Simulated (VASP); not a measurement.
A run of VASP 6.6.1:

File INCAR:

```
SYSTEM = Li2S
PREC = Accurate ; ENCUT = 750
EDIFF = 1E-6 ; ISMEAR = 0
SIGMA = 0.05 ; LREAL = .FALSE.
LASPH = .TRUE. ; NELM = 120
ALGO = Normal ; ISIF = 2
LWAVE = .FALSE. ; LCHARG = .FALSE.
GGA = B5 ; ALDAX = 1.0
AGGAX = 1.0 ; AGGAC = 1.0
ALDAC = 0.0 ; NBANDS = 13
GGA_COMPAT = .FALSE.
```

Contents of KPOINTS:

```
Automatic mesh
0
G
  8 8 8
  0 0 0
```

Contents of POSCAR:

```
Li2S
1.0
    0.0000000000      2.8540007422      2.8540007422
    2.8540007422      0.0000000000      2.8540007422
    2.8540007422      2.8540007422      0.0000000000
Li S
2 1
Direct
    0.2500000000      0.2500000000      0.2500000000
    0.7500000000      0.7500000000      0.7500000000
    0.0000000000      0.0000000000      0.0000000000
```

Potentials or basis: VASP PAW PBE potentials, release 64 (Li_sv, S).

The run is started by

```sh
$ cat potpaw_PBE.64/Li_sv/POTCAR potpaw_PBE.64/S/POTCAR > POTCAR
$ mpirun -np 1 vasp_std > vasp.out
```

Hardware: 1 thread of AMD EPYC 7R13 (shared host).

**Question.** Estimate the wall time of this run.

**Answer.** Run time: 52 s on 1 thread of AMD EPYC 7R13, with other jobs on the host, peak memory 0.17 GiB. Counts: scf iterations 12, k points 29.
